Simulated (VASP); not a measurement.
# Al (Fm-3m) in VASP: further runs

The runs below take Al through single point, with PBE+D3(BJ).

All numbers are computed with VASP 6.6.1; they aren't measurements. Logs are shortened: lines on timing, memory, paths and dates and some standing lists are left out, and cuts for length are marked.

### Step 1. The cell of the first run

It takes space group Fm-3m (No. 225, cubic). The conventional cell has a = 3.757 Å, b = 3.757 Å, c = 3.757 Å, α = 90.00°, β = 90.00°, γ = 90.00°. Al (site symmetry m-3m) has 12 Al at 2.66 Å within 3.5 Å.

### Step 2. Single point, PBE+D3(BJ) (13.26 Å³/atom)

File INCAR:

```
PREC = Accurate
ENCUT = 520
EDIFF = 1E-7
ISMEAR = 0
SIGMA = 0.15
LREAL = False
LASPH = True
NELM = 80
ALGO = Normal
ISIF = 2
LWAVE = False
LCHARG = False
GGA = PE
IVDW = 12
NBANDS = 8
```

File KPOINTS:

```
regular mesh
0
Gamma
  22 22 22
```

File POSCAR:

```
Al
1.0
    0.0000000000      1.8786152471      1.8786152471
    1.8786152471      0.0000000000      1.8786152471
    1.8786152471      1.8786152471      0.0000000000
Al
1
Direct
    0.0000000000      0.0000000000      0.0000000000
```

Potentials or basis: VASP PAW PBE potentials, release 64 (Al).

Started as:

```bash
$ cat potpaw_PBE.64/Al/POTCAR > POTCAR
$ mpirun -np 1 vasp_std > vasp.out
```

OUTCAR:

```text
PREC = Accurate
   ENCUT = 520
   EDIFF = 1E-7
   ISMEAR = 0
   LREAL = False
   LASPH = True
   NELM = 80
   ISIF = 2
   GGA = PE
   IVDW = 12
 IVDW          = 12

 ion  position               nearest neighbor table
   1  0.000  0.000  0.000-

  LATTYP: Found a face centered cubic cell.
 ALAT       =     3.7572304942

  Lattice vectors:

 A1 = (   0.0000000000,   1.8786152471,   1.8786152471)
 A2 = (   1.8786152471,   0.0000000000,   1.8786152471)
 A3 = (   1.8786152471,   1.8786152471,   0.0000000000)

Analysis of symmetry for initial positions (statically):
=====================================================================
 Subroutine PRICEL returns:
 Original cell was already a primitive cell.

 Routine SETGRP: Setting up the symmetry group for a
 face centered cubic supercell.

 Subroutine GETGRP returns: Found 48 space group operations
 (whereof 48 operations were pure point group operations)
 out of a pool of 48 trial point group operations.

The static configuration has the point symmetry O_h .

Analysis of symmetry for dynamics (positions and initial velocities):
=====================================================================
 Subroutine PRICEL returns:
 Original cell was already a primitive cell.

 Routine SETGRP: Setting up the symmetry group for a
 face centered cubic supercell.

 Subroutine GETGRP returns: Found 48 space group operations
 (whereof 48 operations were pure point group operations)
 out of a pool of 48 trial point group operations.

The dynamic configuration has the point symmetry O_h .

 Subroutine INISYM returns: Found 48 space group operations
 (whereof 48 operations are pure point group operations),
 and found     1 'primitive' translations

----------------------------------------------------------------------------------------

                                     Primitive cell

  volume of cell :      13.2600

  direct lattice vectors                    reciprocal lattice vectors
     0.000000000  1.878615247  1.878615247    -0.266153488  0.266153488  0.266153488
     1.878615247  0.000000000  1.878615247     0.266153488 -0.266153488  0.266153488
     1.878615247  1.878615247  0.000000000     0.266153488  0.266153488 -0.266153488

  length of vectors
     2.656763161  2.656763161  2.656763161     0.460991363  0.460991363  0.460991363

  position of ions in fractional coordinates (direct lattice)
     0.000000000  0.000000000  0.000000000

  ion indices of the primitive-cell ions
   primitive index   ion index
                 1           1

----------------------------------------------------------------------------------------

 KPOINTS: regular mesh

Automatic generation of k-mesh.
 Grid dimensions read from file:
 generate k-points for:   22   22   22

 Generating k-lattice:

  Cartesian coordinates                     Fractional coordinates (reciprocal lattice)
    -0.012097886  0.012097886  0.012097886     0.045454545  0.000000000  0.000000000
     0.012097886 -0.012097886  0.012097886     0.000000000  0.045454545  0.000000000
     0.012097886  0.012097886 -0.012097886     0.000000000  0.000000000  0.045454545

  Length of vectors
     0.020954153  0.020954153  0.020954153

  Shift w.r.t. Gamma in fractional coordinates (k-lattice)
     0.000000000  0.000000000  0.000000000

 Subroutine IBZKPT returns following result:
 ===========================================

 Found    328 irreducible k-points:

 Following reciprocal coordinates:
            Coordinates               Weight
  0.000000  0.000000  0.000000      1.000000
  0.045455  0.000000  0.000000      8.000000
  0.090909  0.000000  0.000000      8.000000
  0.136364  0.000000  0.000000      8.000000
  0.181818  0.000000  0.000000      8.000000
  0.227273  0.000000  0.000000      8.000000
[... 16 lines left out ...]
  0.500000  0.045455  0.000000     24.000000
 -0.454545  0.045455  0.000000     24.000000
 [... further k-points ...]
   k-points           NKPTS =    328   k-points in BZ     NKDIM =    328   number of bands    NBANDS=      8
   number of dos      NEDOS =    301   number of ions     NIONS =      1
   total plane-waves  NPLWV =   8000
   dimension x,y,z NGX =    20 NGY =   20 NGZ =   20
   dimension x,y,z NGXF=    40 NGYF=   40 NGZF=   40
   ions per type =               1
   NGX,Y,Z   is equivalent  to a cutoff of  12.51, 12.51, 12.51 a.u.
   NGXF,Y,Z  is equivalent  to a cutoff of  25.03, 25.03, 25.03 a.u.
 SYSTEM =  unknown system
   PREC   = accura    normal or accurate (medium, high low for compatibility)
   ISTART =      0    job   : 0-new  1-cont  2-samecut
   ICHARG =      2    charge: 1-file 2-atom 10-const
   ISPIN  =      1    spin polarized calculation?
   LNONCOLLINEAR =      F non collinear calculations
   LSORBIT =      F    spin-orbit coupling
   LASPH  =      T    aspherical Exc in radial PAW
   ENCUT  =  520.0 eV  38.22 Ry    6.18 a.u.   4.94  4.94  4.94*2*pi/ulx,y,z
   NELM   =     80;   NELMIN=  2; NELMDL= -5     # of ELM steps
   EDIFF  = 0.1E-06   stopping-criterion for ELM
   LREAL  =      F    real-space projection
   EDIFFG = 0.1E-05   stopping-criterion for IOM
   NSW    =      0    number of steps for IOM
   IBRION =     -1    ionic relax: 0-MD 1-quasi-New 2-CG
   NFREE  =      0    steps in history (QN), initial steepest desc. (CG)
   ISIF   =      2    stress and relaxation
   ISYM   =      2    0-nonsym 1-usesym 2-fastsym
   POTIM  = 0.5000    time-step for ionic-motion
   TEBEG  =    0.0;   TEEND  =   0.0 temperature during run
   PSTRESS=    0.0 pullay stress
   NELECT =       3.0000    total number of electrons
   NUPDOWN=      -1.0000    fix difference up-down
   EMIN   =  10.00;   EMAX   =-10.00  energy-range for DOS
   EFERMI =   0.00;   METHOD = LEGACY
   ISMEAR =     0;   SIGMA  =   0.15  broadening in eV -4-tet -1-fermi 0-gaus
   EFERMI_NEDOS =   21; number of points for ismear=-14 and -15
   IALGO  =     38    algorithm
   IMIX   =      4    mixing-type and parameters
     AMIX     =   0.40;   BMIX     =  1.00
     AMIX_MAG =   1.60;   BMIX_MAG =  1.00
  volume/ion in A,a.u.               =      13.26        89.48
  Fermi-wavevector in a.u.,A,eV,Ry     =   0.997549  1.885094 13.539202  0.995103
  Thomas-Fermi vector in A             =   2.129712
   LORBIT       =      0    0 simple, 1 ext, 2 COOP (PROOUT), +10 PAW based schemes
   GGA     = PE    functional components
   LHFCALC =     F    Hartree Fock is set to
   AEXX    =    0.0000 exact exchange contribution
   IVDW    =    12    specifies the selected vdW correction
   LEPSILON=     F    determine dielectric tensor
   LRPA    =     F    only Hartree local field effects (RPA)
 non-spin polarized calculation
 Gauss-broadening in eV      SIGMA  =   0.15
  energy-cutoff  :      520.00
  volume of cell :       13.26
 maximum number of plane-waves:       369
   NGX =  9   NGY =  9   NGZ =  9

 number of electron       3.0000000 magnetization

 Free energy of the ion-electron system (eV)
  ---------------------------------------------------
  ext. energy  EPLUGINS =         0.00000000
  ---------------------------------------------------
  free energy    TOTEN  =        -3.52113042 eV

  energy without entropy =       -3.51808486  energy(sigma->0) =       -3.51960764

 E-fermi :  10.4590     XC(G=0): -11.0151

 val. band max:       10.4073106720   @ k =  -0.4091   0.4091   0.0909
 cond. band min:      10.4727114176   @ k =  -0.4091   0.3636   0.1818
 fundamental gap:      0.0654007456
 Fermi energy:        10.4589665989

 k-point     1 :       0.0000    0.0000    0.0000
  band No.  band energies     occupation
      1      -2.2513      2.00000
      2      24.3843      0.00000
      3      24.3843      0.00000
      4      24.3843      0.00000
      5      27.6953      0.00000
      6      27.6953      0.00000
      7      27.6953      0.00000
      8      28.6256      0.00000

 k-point     2 :       0.0455    0.0000    0.0000
  band No.  band energies     occupation
      1      -2.1864      2.00000
      2      23.3221      0.00000
      3      24.2613      0.00000
      4      24.2613      0.00000
      5      27.8862      0.00000
      6      27.9236      0.00000
      7      27.9236      0.00000
      8      29.4413      0.00000

 k-point     3 :       0.0909    0.0000    0.0000
  band No.  band energies     occupation
      1      -1.9920      2.00000
      2      21.3958      0.00000
      3      23.9715      0.00000
      4      23.9715      0.00000
      5      27.7759      0.00000
      6      28.5282      0.00000
      7      28.5282      0.00000
      8      31.1450      0.00000

 k-point     4 :       0.1364    0.0000    0.0000
  band No.  band energies     occupation
      1      -1.6686      2.00000
      2      19.3435      0.00000
      3      23.6379      0.00000
      4      23.6379      0.00000
      5      27.5379      0.00000
      6      29.3783      0.00000
      7      29.3783      0.00000
      8      30.1060      0.00000

 k-point     5 :       0.1818    0.0000    0.0000
  band No.  band energies     occupation
      1      -1.2176      2.00000
      2      17.3083      0.00000
      3      23.3324      0.00000
      4      23.3324      0.00000
      5      27.2800      0.00000
      6      29.0247      0.00000
      7      29.0247      0.00000
      8      30.4314      0.00000
[... 177 lines left out ...]
 k-point    22 :       0.4545    0.0455    0.0000
  band No.  band energies     occupation
      1       3.6941      2.00000
      2       7.3710      2.00000
      3      22.1241      0.00000
      4      22.3843      0.00000
      5      24.1659      0.00000
      6      25.6243      0.00000
      7      27.8232      0.00000
      8      29.6142      0.00000

 k-point    23 :       0.5000    0.0455    0.0000
  band No.  band energies     occupation
      1       4.8402      2.00000
      2       6.0421      2.00000
      3      22.0438      0.00000
      4      22.3898      0.00000
      5      24.3403      0.00000
      6      25.1833      0.00000
      7      27.8834      0.00000
      8      29.3684      0.00000

 k-point    24 :      -0.4545    0.0455    0.0000
  band No.  band energies     occupation
      1       4.4769      2.00000
      2       6.4419      2.00000
      3      21.7448      0.00000
      4      22.7361      0.00000
      5      24.6826      0.00000
      6      24.8676      0.00000
      7      27.7931      0.00000
      8      29.4903      0.00000

 [... further k-points ...]

------------------------ aborting loop because EDIFF is reached ----------------------------------------

 Edisp (eV)   -0.42233

 E8    (eV) :    -0.1896

  FORCE on cell =-STRESS in cart. coord.  units (eV):
  Direction    XX          YY          ZZ          XY          YZ          ZX
  --------------------------------------------------------------------------------------
  -------------------------------------------------------------------------------------
  Total       1.84539     1.84539     1.84539    -0.00000    -0.00000     0.00000
  in kB     222.97422   222.97422   222.97422    -0.00000    -0.00000     0.00000
  external pressure =      222.97 kB  Pullay stress =        0.00 kB

 VOLUME and BASIS-vectors are now :
 -----------------------------------------------------------------------------
  energy-cutoff  :      520.00
  volume of cell :       13.26
      direct lattice vectors                 reciprocal lattice vectors
     0.000000000  1.878615247  1.878615247    -0.266153488  0.266153488  0.266153488
     1.878615247  0.000000000  1.878615247     0.266153488 -0.266153488  0.266153488
     1.878615247  1.878615247  0.000000000     0.266153488  0.266153488 -0.266153488

 POSITION                                       TOTAL-FORCE (eV/Angst)
 -----------------------------------------------------------------------------------
      0.00000      0.00000      0.00000        -0.000000      0.000000     -0.000000
 -----------------------------------------------------------------------------------
    total drift:                                0.000000      0.000000     -0.000000

  FREE ENERGIE OF THE ION-ELECTRON SYSTEM (eV)
  ---------------------------------------------------
  free  energy   TOTEN  =        -3.9434648355 eV

  energy  without entropy=       -3.9404192713  energy(sigma->0) =       -3.94194205
```

Wall time 15 s (1 thread of Intel Xeon Platinum 8488C (Sapphire Rapids), shared host); peak memory 0.15 GiB.

What came out:

- Free energy: -3.9435 eV
- Pressure: 22.3 GPa
- Band gap on the k mesh: zero (an odd number of electrons rules out a gap without spin polarisation)
- Dispersion energy per atom: -0.422 eV

Levels at points of the mesh, in eV from the Fermi level:
```
           k point  band 1  band 2  band 3  band 4  band 5
(0.00, 0.00, 0.00)  -12.71   13.93   13.93   13.93   17.24
(0.50, 0.00, 0.00)   -5.48   -4.68   12.55   12.55   14.00
(0.50, 0.50, 0.00)   -3.43   -1.71    5.31    6.76    6.76
```

Caveat: the cell stands under pressure.

(Part 1 of 3 ends here.)

The gap in the log of VASP goes by the Fermi energy; the results here count the filled bands.